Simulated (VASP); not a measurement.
# SiC (I-4m2) in VASP: G0W0 quasiparticle levels with PBE

Aim: the G0W0 quasiparticle levels of SiC with PBE.

Everything below comes from runs of VASP 6.6.1. Logs are shortened: lines on timing, memory, paths and dates and some standing lists are left out, and cuts for length are marked.

**1. The cell of the first run**

It takes space group I-4m2 (No. 119, tetragonal). Conventional cell: a = 3.080 Å, b = 3.080 Å, c = 4.505 Å, α = 90.00°, β = 90.00°, γ = 90.00°. Within 2.5 Å of Si (site symmetry -4m2) lie 4 C at 1.91 Å. Within 2.5 Å of C (site symmetry -4m2) lie 4 Si at 1.91 Å.

**2. G0W0 quasiparticle levels, PBE**

Input file POSCAR:

```
SiC
1.0
    0.0000000000      2.2525390581      2.1780497564
    2.1780497564      0.0000000000      2.1780497564
    2.1780497564      2.2525390581      0.0000000000
Si C
1 1
Direct
    0.2500000000      0.2500000000      0.2500000000
    0.0000000000      0.0000000000      0.0000000000
```

Input file INCAR.step1:

```
SYSTEM = SiC
PREC = Accurate
ENCUT = 500
EDIFF = 1E-8
ISMEAR = 0
SIGMA = 0.01
LREAL = .FALSE.
LASPH = .TRUE.
NELM = 100
ALGO = Normal
LWAVE = .TRUE.
LCHARG = .FALSE.
GGA = PE
```

Input file INCAR.step2:

```
SYSTEM = SiC
PREC = Accurate
ENCUT = 500
EDIFF = 1E-8
ISMEAR = 0
SIGMA = 0.01
LREAL = .FALSE.
LASPH = .TRUE.
NELM = 1
ALGO = Exact
LWAVE = .TRUE.
LCHARG = .FALSE.
GGA = PE
NBANDS = 93
LOPTICS = .TRUE.
ISTART = 1
```

Input file INCAR.step3:

```
SYSTEM = SiC
PREC = Accurate
ENCUT = 500
EDIFF = 1E-8
ISMEAR = 0
SIGMA = 0.01
LREAL = .FALSE.
LASPH = .TRUE.
ALGO = EVGW0
LWAVE = .FALSE.
LCHARG = .FALSE.
GGA = PE
NELMGW = 1
NBANDS = 93
ENCUTGW = 150.0
NOMEGA = 96
PRECFOCK = Fast
ISTART = 1
NBANDSGW = 12
OMEGAMAX = 20
```

Input file KPOINTS:

```
regular mesh
0
G
  6 6 6
  0 0 0
```

Potentials or basis: VASP PAW PBE potentials, release 64 (Si_GW, C_GW).

Started as:

```
cat potpaw_PBE.64/Si_GW/POTCAR potpaw_PBE.64/C_GW/POTCAR > POTCAR
cp INCAR.step1 INCAR
mpirun -np 1 vasp_std > vasp.out
cp INCAR.step2 INCAR
mpirun -np 1 vasp_std > vasp.out
cp INCAR.step3 INCAR
mpirun -np 1 vasp_std > vasp.out
```

OUTCAR:

```text
SYSTEM = SiC
   PREC = Accurate
   ENCUT = 500
   EDIFF = 1E-8
   ISMEAR = 0
   LREAL = .FALSE.
   LASPH = .TRUE.
   GGA = PE
   NELMGW = 1
   ENCUTGW = 150.0
   PRECFOCK = Fast
   ISTART = 1

 ion  position               nearest neighbor table
   1  0.250  0.250  0.250-   2 1.91   2 1.91   2 1.91   2 1.91
   2  0.000  0.000  0.000-   1 1.91   1 1.91   1 1.91   1 1.91

  LATTYP: Found a body centered tetragonal cell.
 ALAT       =     3.0802275050
 C/A-ratio  =     1.4625796662

  Lattice vectors:

 A1 = (   0.0000000000,  -2.2525390581,   2.1780497564)
 A2 = (   0.0000000000,  -2.2525390581,  -2.1780497564)
 A3 = (   2.1780497564,   2.2525390581,   0.0000000000)

Analysis of symmetry for initial positions (statically):
=====================================================================
 Subroutine PRICEL returns:
 Original cell was already a primitive cell.

 Routine SETGRP: Setting up the symmetry group for a
 body centered tetragonal supercell.

 Subroutine GETGRP returns: Found  8 space group operations
 (whereof  8 operations were pure point group operations)
 out of a pool of 16 trial point group operations.

The static configuration has the point symmetry D_2d.

Analysis of symmetry for dynamics (positions and initial velocities):
=====================================================================
 Subroutine PRICEL returns:
 Original cell was already a primitive cell.

 Routine SETGRP: Setting up the symmetry group for a
 body centered tetragonal supercell.

 Subroutine GETGRP returns: Found  8 space group operations
 (whereof  8 operations were pure point group operations)
 out of a pool of 16 trial point group operations.

The dynamic configuration has the point symmetry D_2d.

 Subroutine INISYM returns: Found  8 space group operations
 (whereof  8 operations are pure point group operations),
 and found     1 'primitive' translations

----------------------------------------------------------------------------------------

                                     Primitive cell
[... 90 lines left out ...]
   NELM   =     60;   NELMIN=  2; NELMDL=  0     # of ELM steps
   EDIFF  = 0.1E-07   stopping-criterion for ELM
   LREAL  =      F    real-space projection
   EDIFFG = 0.1E-06   stopping-criterion for IOM
   NSW    =      0    number of steps for IOM
   IBRION =     -1    ionic relax: 0-MD 1-quasi-New 2-CG
   NFREE  =      0    steps in history (QN), initial steepest desc. (CG)
   ISIF   =      0    stress and relaxation
   ISYM   =      3    0-nonsym 1-usesym 2-fastsym
   POTIM  = 0.5000    time-step for ionic-motion
   TEBEG  =    0.0;   TEEND  =   0.0 temperature during run
   PSTRESS=    0.0 pullay stress
   NELECT =       8.0000    total number of electrons
   NUPDOWN=      -1.0000    fix difference up-down
   EMIN   =  10.00;   EMAX   =-10.00  energy-range for DOS
   EFERMI =   0.00;   METHOD = LEGACY
   ISMEAR =     0;   SIGMA  =   0.01  broadening in eV -4-tet -1-fermi 0-gaus
   EFERMI_NEDOS =   21; number of points for ismear=-14 and -15
   IALGO  =     38    algorithm
   IMIX   =      4    mixing-type and parameters
     AMIX     =   0.40;   BMIX     =  1.00
     AMIX_MAG =   1.60;   BMIX_MAG =  1.00
  volume/ion in A,a.u.               =      10.69        72.11
  Fermi-wavevector in a.u.,A,eV,Ry     =   1.179847  2.229587 18.939825  1.392038
  Thomas-Fermi vector in A             =   2.316150
   LORBIT       =      0    0 simple, 1 ext, 2 COOP (PROOUT), +10 PAW based schemes
   GGA     = PE    functional components
   LHFCALC =     T    Hartree Fock is set to
   PRECFOCK=fast      Normal, Fast or Accurate (Low or Medium for compatibility)
   ENCUT4O =  -1.0   cutoff for four orbital integrals eV
   NKREDX  =     1    reduce k-point grid by
   NKREDY  =     1    reduce k-point grid by
   NKREDZ  =     1    reduce k-point grid by
   AEXX    =    1.0000 exact exchange contribution
   HFSCREEN=    0.0000 screening length (either q_TF or 0.3 A-1)
   HFSCREENC=   0.0000 screening length for correlation (either q_TF or 0.3 A-1)
   ENCUTFOCK=  -1.0 apply spherical cutoff to Coloumb kernel
   IVDW    =     0    specifies the selected vdW correction
   LEPSILON=     F    determine dielectric tensor
   LRPA    =     F    only Hartree local field effects (RPA)
   LRPAFORCE           =     F    calculate RPA forces
   ENCUTGW             = 150.0    cutoff for response function in eV
   ENCUTGWSOFT         = 120.0    soft cutoff for Coulomb kernel in GW response function in eV
   ENCUTLF             =  -1.0    cutoff for local field effects
   NELMGW              =     1    number of iterations in solving QP/BSE equation
   NELMHF              =     1    number of iterations in the inner HF iteration
   NKREDLFX            =     1    NKREDLFY  =   1   NKREDLFZ  =   1
 non-spin polarized calculation
 Gauss-broadening in eV      SIGMA  =   0.01
  energy-cutoff  :      500.00
  volume of cell :       21.37
 maximum number of plane-waves:       552
  NGX = 14; NGY = 14; NGZ = 14
   NGX = 11   NGY = 11   NGZ = 11
 maximum number of plane-waves:        96
 NGX is ok and might be reduce to    14

 QP shifts <psi_nk| G(iteration)W_0 |psi_nk>: iteration 1
 for sc-GW calculations column KS-energies equals QP-energies in previous step
 and V_xc(KS)=  KS-energies - (<T + V_ion + V_H > + <T+V_H+V_ion>^1  + <V_x>^1)

 k-point   1 :       0.0000    0.0000    0.0000
  band No.  KS-energies  QP-energies   sigma(KS)   V_xc(KS)     V^pw_x(r,r')   Z            occupation Imag(sigma)

      1      -7.7290      -8.7164     -14.0548     -12.6569     -21.5287       0.7063       2.0000       1.2688
      2       7.2724       6.6903     -15.4526     -14.7109     -17.2915       0.7849       2.0000       0.0280
      3       7.5114       6.9389     -15.4301     -14.7019     -17.2562       0.7860       2.0000       0.0276
      4       7.5114       6.9389     -15.4301     -14.7019     -17.2562       0.7860       2.0000       0.0276
      5      13.2694      13.7724     -12.4982     -13.1450      -7.4535       0.7778       0.0000      -0.0678
      6      14.4806      15.0167     -10.7657     -11.4439      -5.7074       0.7905       0.0000      -0.0690
      7      14.4806      15.0167     -10.7657     -11.4439      -5.7074       0.7905       0.0000      -0.0690
      8      14.5677      15.1023     -10.7807     -11.4567      -5.7068       0.7908       0.0000      -0.0685
      9      21.1901      21.7699     -10.5214     -11.2646      -4.5112       0.7800       0.0000      -0.2172
     10      22.2301      22.8191     -10.5648     -11.3199      -4.3527       0.7800       0.0000      -0.2751
     11      23.3913      23.5936      -9.4389      -9.7018      -2.9058       0.7694       0.0000      -0.3768
     12      23.6227      23.8220      -9.7727     -10.0321      -2.9430       0.7681       0.0000      -0.5703
[... 356 lines left out ...]
      1      -2.6660      -3.5210     -15.5733     -14.3913     -21.7959       0.7234       2.0000       0.5951
      2       0.3009      -0.5626     -13.7685     -12.5886     -17.9058       0.7318       2.0000       0.2155
      3       2.8941       2.0354     -13.8434     -12.7054     -16.8585       0.7545       2.0000       0.0724
      4       3.0928       2.2620     -13.4575     -12.3639     -16.2381       0.7597       2.0000       0.0664
      5      11.3738      11.7351     -11.1523     -11.6050      -6.7907       0.7981       0.0000      -0.0536
      6      14.1902      14.7186     -11.0431     -11.7077      -6.1196       0.7950       0.0000      -0.0651
      7      18.4219      18.9606     -11.2928     -12.0058      -4.8857       0.7556       0.0000      -0.2030
      8      19.7624      20.4497     -12.0304     -12.9356      -5.6645       0.7593       0.0000      -0.2073
      9      20.8063      21.4226     -11.9318     -12.7725      -4.6120       0.7331       0.0000      -0.3560
     10      24.5919      25.0678     -10.9315     -11.5591      -3.6645       0.7583       0.0000      -0.5633
     11      27.6375      28.3972     -11.9519     -12.9584      -4.4530       0.7548       0.0000      -0.7408
     12      30.1639      30.6353     -11.6001     -12.2188      -3.9854       0.7619       0.0000      -1.0421

 [... further k-points ...]
```

OUTCAR.step1:

```text
SYSTEM = SiC
   PREC = Accurate
   ENCUT = 500
   EDIFF = 1E-8
   ISMEAR = 0
   LREAL = .FALSE.
   LASPH = .TRUE.
[... 485 lines left out ...]
      1.08902      1.12627      1.08902        -0.000000      0.000000     -0.000000
      0.00000      0.00000      0.00000         0.000000     -0.000000      0.000000
 -----------------------------------------------------------------------------------
    total drift:                               -0.000000     -0.000000     -0.000000

  FREE ENERGIE OF THE ION-ELECTRON SYSTEM (eV)
  ---------------------------------------------------
  free  energy   TOTEN  =       -15.0311356488 eV

  energy  without entropy=      -15.0311356488  energy(sigma->0) =      -15.03113565
```

OUTCAR.step2:

```text
SYSTEM = SiC
   PREC = Accurate
   ENCUT = 500
   EDIFF = 1E-8
[... 1014 lines left out ...]
  --------------------------------------------------------------------------------------------------------------
     0.00000     7.86864     7.98744     7.86864     0.00000    -0.00000     0.00000
     1.85278     8.44060     8.55674     8.44060     0.00000    -0.00000     0.00000
     3.70555    11.42036    11.37644    11.42036     0.00000    -0.00000     0.00000
     5.55833     6.75939     7.11355     6.75939     0.00000    -0.00000    -0.00000
     7.41111    -0.69792    -4.84782    -0.69792    -0.00000     0.00000     0.00000
     9.26389    -3.36938    -3.23006    -3.36938     0.00000     0.00000     0.00000
[... 92 lines left out ...]
   181.57216     0.98368     0.98371     0.98368    -0.00000     0.00000    -0.00000
   183.42494     0.98402     0.98405     0.98402    -0.00000     0.00000    -0.00000
```

Wall time 3.6 min (1 thread of Intel Xeon 6975P-C (Granite Rapids), shared host); peak memory 0.46 GiB.

What came out:

```yaml
Quasiparticle_gap: 1.98 eV
Least_direct_quasiparticle_gap: 5.48 eV
Band_gap_of_the_starting_levels_on_the_mesh: 1.20 eV
Least_direct_gap_of_the_starting_levels_on_the_mesh: 4.47 eV
```

Caveat: the k points lie up to 0.41 Å⁻¹ apart; bands, screening cutoff and mesh are small and nothing is extrapolated, so the quasiparticle values aren't converged.
